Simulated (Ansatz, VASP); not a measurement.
One calculation of Cd, two programs

```
Cd
1.0
     0.00000    2.32906    2.21815
     2.32906    0.00000    2.21815
     2.32906    2.32906    0.00000
Cd
1
Direct
  0.00000 0.00000 0.00000
```

Change from the starting cell: strain +0.050 along x and y, +0.000 along z, atoms carried along.

Alike in both runs: task single point; functional r2SCAN; k mesh 18 × 18 × 18; occupations gaussian, width 0.15 eV; no spin polarisation.

|  | VASP | Ansatz |
| --- | --- | --- |
| version | VASP 6.6.1 | Ansatz 0.2.0 |
| potentials or method | VASP PAW PBE potentials, release 64 (Cd), cutoff 520 eV | scalar-relativistic, plane waves, PAW |
| valence electrons in the cell | 12 | 20 |

|  | VASP | Ansatz | Ansatz less VASP |
| --- | --- | --- | --- |
| gap on the k mesh at the Fermi level (eV) | none | none | - |
| pressure (GPa) | -3.8 | -4.0 | -0.18 |
| traceless stress, the component that is largest in VASP (GPa) | 0.64 | 0.64 | -0.005 |

VASP's potentials were made for PBE, not for r2SCAN. A gap of «none» marks a metal or a gap that the smearing closes. VASP's potentials hold 12 valence electrons a cell and Ansatz's 20, so a difference there can come from the potentials and not from the codes.
